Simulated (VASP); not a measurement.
# Ag: single point with LDA

Crystal: Ag.

```
Ag
1.0
     0.00000    1.79342    1.79342
     1.79342    0.00000    1.79342
     1.79342    1.79342    0.00000
Ag
1
Direct
  0.00000 0.00000 0.00000
```

This cell differs from its parent crystal: volume scaled by 0.72.

| Property | Result |
| --- | --- |
| Program | VASP 6.6.1 |
| Task | single point |
| Functional | LDA |
| Potentials or basis | VASP PAW LDA potentials, release 64 (Ag) |
| Cutoff | 520 eV |
| k mesh | 18 × 18 × 18 |
| Occupations | fermi-dirac, width 0.08 eV |
| Spin | no spin polarisation |

```yaml
Pressure: 113.3 GPa
```

Levels at points of the mesh, in eV from the Fermi level:
| k point | band 4 | band 5 | band 6 | band 7 | band 8 | band 9 |
| --- | --- | --- | --- | --- | --- | --- |
| (0.00, 0.00, 0.00) | -6.99 | -4.92 | -4.92 | 15.83 | 21.77 | 21.77 |
| (0.50, 0.00, 0.00) | -3.35 | -3.35 | -1.87 | 6.19 | 15.19 | 21.37 |
| (0.50, 0.50, 0.00) | -2.93 | -2.93 | 0.96 | 10.28 | 12.30 | 12.30 |

Wall time 24 s on 1 thread of AMD EPYC 7R13 (shared host), peak memory 0.11 GiB.
